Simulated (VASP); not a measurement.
# Si4O7 (a cell with a defect) in VASP: a series of runs

Si4O7 (a cell with a defect) is run at these levels: LDA; tasks: single point.

All numbers are computed with VASP 6.6.1; they aren't measurements. Logs are shortened: lines on timing, memory, paths and dates and some standing lists are left out, and cuts for length are marked.

### 1 The cell of the first run

The cell holds a defect, 11 atoms: a = 4.934 Å, b = 4.934 Å, c = 4.934 Å, α = 106.91°, β = 106.91°, γ = 114.72°.

### 2 Single point, LDA (atom 9 moved -0.125 of the way to it and -0.250 Å across, host rigid)

File INCAR:

```
ALGO     = Normal         # electronic algorithm
EDIFF    = 1E-6           # SCF threshold, eV
ENCUT    = 520            # plane-wave cutoff, eV
GGA      = CA             # functional
ISIF     = 2              # what is computed and relaxed
ISMEAR   = 0              # smearing method
LASPH    = T              # aspherical terms in the spheres
LCHARG   = F              # write CHGCAR
LREAL    = F              # projectors in reciprocal space
LWAVE    = F              # write WAVECAR
NBANDS   = 40             # bands
NELM     = 80             # most SCF steps
PREC     = Accurate       # precision mode
SIGMA    = 0.05           # smearing width, eV
```

File KPOINTS:

```
k-points
0
Gamma
  6 6 6
```

File POSCAR:

```
Si4O7
1.0
    0.0000000000      4.1548619959     -2.6614337333
    0.0000000000     -4.1548619959     -2.6614337333
   -4.1548619959      0.0000000000      2.6614337333
Si O
4 7
Direct
    0.2500000000      0.7500000000      0.5000000000
    0.7500000000      0.2500000000      0.5000000000
    0.0000000000      0.0000000000      1.0000000000
    0.5000000000      0.5000000000      1.0000000000
    1.0000000000      0.3055647994      0.3055647994
    0.5555647994      0.7500000000      0.8055647994
    0.0555647994      0.2500000000      0.8055647994
    0.0000000000      0.6944352006      0.6944352006
    0.4574530525      0.2430440008      0.7004970532
    0.9444352006      0.7500000000      0.1944352006
    0.4444352006      0.2500000000      0.1944352006
```

Potentials or basis: VASP PAW LDA potentials, release 64 (Si, O).

The run is started by

```
$ cat potpaw_LDA.64/Si/POTCAR potpaw_LDA.64/O/POTCAR > POTCAR
$ mpirun -np 1 vasp_std > vasp.out
```

OUTCAR:

```text
EDIFF = 1E-6
   ENCUT = 520
   GGA = CA
   ISIF = 2
   ISMEAR = 0
   LASPH = T
   LREAL = F
   NELM = 80
   PREC = Accurate

 ion  position               nearest neighbor table
   1  0.250  0.750  0.500-   5 1.75   8 1.75   6 1.80  10 1.80   9 1.97   2 2.66   2 2.66
   2  0.750  0.250  0.500-   5 1.75   8 1.75   7 1.80  11 1.80   9 1.97   1 2.66   1 2.66
   3  0.000  0.000  0.000-   6 1.75   7 1.75  10 1.75  11 1.75   5 1.80   8 1.80   4 2.66   4 2.66

   4  0.500  0.500  0.000-   9 1.53   7 1.75   6 1.75  10 1.75  11 1.75   3 2.66   3 2.66
   5  0.000  0.306  0.306-   1 1.75   2 1.75   3 1.80
   6  0.556  0.750  0.806-   3 1.75   4 1.75   1 1.80
   7  0.056  0.250  0.806-   3 1.75   4 1.75   2 1.80
   8  0.000  0.694  0.694-   1 1.75   2 1.75   3 1.80
   9  0.457  0.243  0.700-   4 1.53   2 1.97   1 1.97
  10  0.944  0.750  0.194-   3 1.75   4 1.75   1 1.80
  11  0.444  0.250  0.194-   3 1.75   4 1.75   2 1.80

  LATTYP: Found a body centered tetragonal cell.
 ALAT       =     5.8758621844
 C/A-ratio  =     0.9058870511

  Lattice vectors:

 A1 = (   0.0000000000,   4.1548619959,  -2.6614337333)
 A2 = (   0.0000000000,  -4.1548619959,  -2.6614337333)
 A3 = (  -4.1548619959,   0.0000000000,   2.6614337333)

Analysis of symmetry for initial positions (statically):
=====================================================================
 Subroutine PRICEL returns:
 Original cell was already a primitive cell.

 Routine SETGRP: Setting up the symmetry group for a
 body centered tetragonal supercell.

 Subroutine GETGRP returns: Found  2 space group operations
 (whereof  2 operations were pure point group operations)
 out of a pool of 16 trial point group operations.

The static configuration has the point symmetry C_1h.

Analysis of symmetry for dynamics (positions and initial velocities):
=====================================================================
 Subroutine PRICEL returns:
 Original cell was already a primitive cell.

 Routine SETGRP: Setting up the symmetry group for a
 body centered tetragonal supercell.

 Subroutine GETGRP returns: Found  2 space group operations
 (whereof  2 operations were pure point group operations)
 out of a pool of 16 trial point group operations.

The dynamic configuration has the point symmetry C_1h.

 Subroutine INISYM returns: Found  2 space group operations
 (whereof  2 operations are pure point group operations),
 and found     1 'primitive' translations

----------------------------------------------------------------------------------------

                                     Primitive cell

  volume of cell :      91.8880

  direct lattice vectors                    reciprocal lattice vectors
     0.000000000  4.154861996 -2.661433733    -0.120340940  0.120340940 -0.187868664
     0.000000000 -4.154861996 -2.661433733    -0.120340940 -0.120340940 -0.187868664
    -4.154861996  0.000000000  2.661433733    -0.240681881  0.000000000  0.000000000

  length of vectors
     4.934177512  4.934177512  4.934177512     0.253492641  0.253492641  0.240681881

  position of ions in fractional coordinates (direct lattice)
     0.250000000  0.750000000  0.500000000
     0.750000000  0.250000000  0.500000000
     0.000000000  0.000000000  0.000000000
     0.500000000  0.500000000  0.000000000
     0.000000000  0.305564799  0.305564799
     0.555564799  0.750000000  0.805564799
     0.055564799  0.250000000  0.805564799
     0.000000000  0.694435201  0.694435201
     0.457453053  0.243044001  0.700497053
     0.944435201  0.750000000  0.194435201
     0.444435201  0.250000000  0.194435201

  ion indices of the primitive-cell ions
   primitive index   ion index
                 1           1
                 2           2
                 3           3
                 4           4
                 5           5
                 6           6
                 7           7
                 8           8
                 9           9
                10          10
                11          11

----------------------------------------------------------------------------------------

 KPOINTS: k-points

Automatic generation of k-mesh.
 Grid dimensions read from file:
 generate k-points for:    6    6    6

 Generating k-lattice:

  Cartesian coordinates                     Fractional coordinates (reciprocal lattice)
    -0.020056823  0.020056823 -0.031311444     0.166666667 -0.000000000  0.000000000
    -0.020056823 -0.020056823 -0.031311444    -0.000000000  0.166666667  0.000000000
    -0.040113647  0.000000000  0.000000000     0.000000000  0.000000000  0.166666667

  Length of vectors
     0.042248773  0.042248773  0.040113647

  Shift w.r.t. Gamma in fractional coordinates (k-lattice)
     0.000000000  0.000000000  0.000000000

 Subroutine IBZKPT returns following result:
 ===========================================

 Found     68 irreducible k-points:

 Following reciprocal coordinates:
            Coordinates               Weight
  0.000000  0.000000  0.000000      1.000000
  0.166667  0.000000 -0.000000      4.000000
  0.166667  0.000000 -0.166667      4.000000
  0.333333  0.000000 -0.000000      4.000000
  0.333333  0.000000 -0.333333      4.000000
  0.500000  0.000000 -0.000000      2.000000
[... 16 lines left out ...]
  0.000000  0.000000  0.166667      2.000000
  0.333333  0.333333 -0.000000      4.000000
 [... further k-points ...]
   k-points           NKPTS =     68   k-points in BZ     NKDIM =     68   number of bands    NBANDS=     40
   number of dos      NEDOS =    301   number of ions     NIONS =     11
   total plane-waves  NPLWV =  64000
   dimension x,y,z NGX =    40 NGY =   40 NGZ =   40
   dimension x,y,z NGXF=    80 NGYF=   80 NGZF=   80
   ions per type =               4   7
   NGX,Y,Z   is equivalent  to a cutoff of  13.48, 13.48, 13.48 a.u.
   NGXF,Y,Z  is equivalent  to a cutoff of  26.95, 26.95, 26.95 a.u.
 SYSTEM =  unknown system
   PREC   = accura    normal or accurate (medium, high low for compatibility)
   ISTART =      0    job   : 0-new  1-cont  2-samecut
   ICHARG =      2    charge: 1-file 2-atom 10-const
   ISPIN  =      1    spin polarized calculation?
   LNONCOLLINEAR =      F non collinear calculations
   LSORBIT =      F    spin-orbit coupling
   LASPH  =      T    aspherical Exc in radial PAW
   ENCUT  =  520.0 eV  38.22 Ry    6.18 a.u.   9.17  9.17  9.17*2*pi/ulx,y,z
   NELM   =     80;   NELMIN=  2; NELMDL= -5     # of ELM steps
   EDIFF  = 0.1E-05   stopping-criterion for ELM
   LREAL  =      F    real-space projection
   EDIFFG = 0.1E-04   stopping-criterion for IOM
   NSW    =      0    number of steps for IOM
   IBRION =     -1    ionic relax: 0-MD 1-quasi-New 2-CG
   NFREE  =      0    steps in history (QN), initial steepest desc. (CG)
   ISIF   =      2    stress and relaxation
   ISYM   =      2    0-nonsym 1-usesym 2-fastsym
   POTIM  = 0.5000    time-step for ionic-motion
   TEBEG  =    0.0;   TEEND  =   0.0 temperature during run
   PSTRESS=    0.0 pullay stress
   NELECT =      58.0000    total number of electrons
   NUPDOWN=      -1.0000    fix difference up-down
   EMIN   =  10.00;   EMAX   =-10.00  energy-range for DOS
   EFERMI =   0.00;   METHOD = LEGACY
   ISMEAR =     0;   SIGMA  =   0.05  broadening in eV -4-tet -1-fermi 0-gaus
   EFERMI_NEDOS =   21; number of points for ismear=-14 and -15
   IALGO  =     38    algorithm
   IMIX   =      4    mixing-type and parameters
     AMIX     =   0.40;   BMIX     =  1.00
     AMIX_MAG =   1.60;   BMIX_MAG =  1.00
  volume/ion in A,a.u.               =       8.35        56.37
  Fermi-wavevector in a.u.,A,eV,Ry     =   1.404315  2.653771 26.832059  1.972101
  Thomas-Fermi vector in A             =   2.526889
   LORBIT       =      0    0 simple, 1 ext, 2 COOP (PROOUT), +10 PAW based schemes
   GGA     = CA    functional components
   LHFCALC =     F    Hartree Fock is set to
   AEXX    =    0.0000 exact exchange contribution
   IVDW    =     0    specifies the selected vdW correction
   LEPSILON=     F    determine dielectric tensor
   LRPA    =     F    only Hartree local field effects (RPA)
 non-spin polarized calculation
 Gauss-broadening in eV      SIGMA  =   0.05
  energy-cutoff  :      520.00
  volume of cell :       91.89
 maximum number of plane-waves:      2502
 NGX is ok and might be reduce to    40
   NGX = 19   NGY = 19   NGZ = 19

 number of electron      58.0000006 magnetization

 Free energy of the ion-electron system (eV)
  ---------------------------------------------------
  ext. energy  EPLUGINS =         0.00000000
  ---------------------------------------------------
  free energy    TOTEN  =       -90.05186529 eV

  energy without entropy =      -90.05186529  energy(sigma->0) =      -90.05186529

 E-fermi :   9.1867     XC(G=0): -12.3914

 val. band max:        8.9196213941   @ k =   0.5000  -0.3333   0.3333
 cond. band min:      11.0310523104   @ k =   0.5000   0.0000   0.5000
 fundamental gap:      2.1114309163
 Fermi energy:         9.1867130660

 k-point     1 :       0.0000    0.0000    0.0000
  band No.  band energies     occupation
      1     -14.6583      2.00000
      2     -11.8374      2.00000
      3     -11.5277      2.00000
      4     -11.2123      2.00000
      5     -10.9122      2.00000
      6     -10.6151      2.00000
[... 32 lines left out ...]
     39      18.3994      0.00000
     40      18.8465      0.00000

 k-point     2 :       0.1667    0.0000   -0.0000
  band No.  band energies     occupation
      1     -14.5041      2.00000
      2     -12.0108      2.00000
      3     -11.7387      2.00000
      4     -11.1246      2.00000
      5     -10.9145      2.00000
      6     -10.6916      2.00000
[... 935 lines left out ...]
     39      18.6390      0.00000
     40      19.2644      0.00000

 k-point    24 :       0.3333    0.3333   -0.0000
  band No.  band energies     occupation
      1     -13.3991      2.00000
      2     -13.1423      2.00000
      3     -12.4444      2.00000
      4     -11.1473      2.00000
      5     -10.7490      2.00000
      6     -10.6097      2.00000
[... 32 lines left out ...]
     39      18.8468      0.00000
     40      19.2634      0.00000

 [... further k-points ...]
[... 5 lines left out ...]
  --------------------------------------------------------------------------------------
  -------------------------------------------------------------------------------------
  Total        5.5260012      2.5245589     -1.4173752      2.7952437      0.0000000      0.0000000
  in kB       96.3524356     44.0187018    -24.7136302     48.7384145      0.0000000      0.0000000
  external PRESSURE =      38.5525024 kB  Pullay stress =       0.0000000 kB

 VOLUME and BASIS-vectors are now :
 -----------------------------------------------------------------------------
  energy-cutoff  :      520.00
  volume of cell :       91.89
      direct lattice vectors                 reciprocal lattice vectors
     0.000000000  4.154861996 -2.661433733    -0.120340940  0.120340940 -0.187868664
     0.000000000 -4.154861996 -2.661433733    -0.120340940 -0.120340940 -0.187868664
    -4.154861996  0.000000000  2.661433733    -0.240681881  0.000000000  0.000000000

 POSITION                                       TOTAL-FORCE (eV/Angst)
 -----------------------------------------------------------------------------------
     -2.07743     -2.07743     -1.33072        -0.347712     -0.657720     -1.830295
     -2.07743      2.07743     -1.33072        -0.347712     -0.657720      1.830295
      0.00000      0.00000      0.00000        -0.075633     -0.175075      0.000000
      0.00000      0.00000     -2.66143        -3.029332     -2.190304     -0.000000
     -1.26958     -1.26958      0.00000         0.272426      0.065979     -0.000000
     -3.34701     -0.80785     -1.33072        -0.575079     -2.004483     -1.415005
     -3.34701     -0.80785      1.33072        -0.575079     -2.004483      1.415005
     -2.88528     -2.88528      0.00000        -0.081902     -0.048862     -0.000000
     -2.91047      0.89084     -0.00000         5.499317      8.106951      0.000000
     -0.80785      0.80785     -3.99215        -0.369647     -0.217142     -0.042901
     -0.80785      0.80785     -1.33072        -0.369647     -0.217142      0.042901
 -----------------------------------------------------------------------------------
    total drift:                               -0.000563     -0.000524      0.000002

  FREE ENERGIE OF THE ION-ELECTRON SYSTEM (eV)
  ---------------------------------------------------
  free  energy   TOTEN  =       -90.0518652921 eV

  energy  without entropy=      -90.0518652921  energy(sigma->0) =      -90.05186529
```

Wall time 11 min (1 thread of AMD EPYC 7R13, shared host); peak memory 0.27 GiB.

Results:

```yaml
Free_energy: -90.0519 eV
Pressure: 3.9 GPa
Largest_force: 9.796 eV/Å
Band_gap_on_the_k_mesh: 2.11 eV
```

Forces on the atoms (eV/Å):
```
Si  -0.348 -0.658 -1.830
Si  -0.348 -0.658  1.830
Si  -0.076 -0.175  0.000
Si  -3.029 -2.190  0.000
O    0.272  0.066  0.000
O   -0.575 -2.004 -1.415
O   -0.575 -2.004  1.415
O   -0.082 -0.049  0.000
O    5.499  8.107  0.000
O   -0.370 -0.217 -0.043
O   -0.370 -0.217  0.043
```

Caveat: the cell differs from its parent crystal (atom 9 moved -0.125 of the way to it and -0.250 Å across, host rigid).

(Part 1 of 2 ends here.)
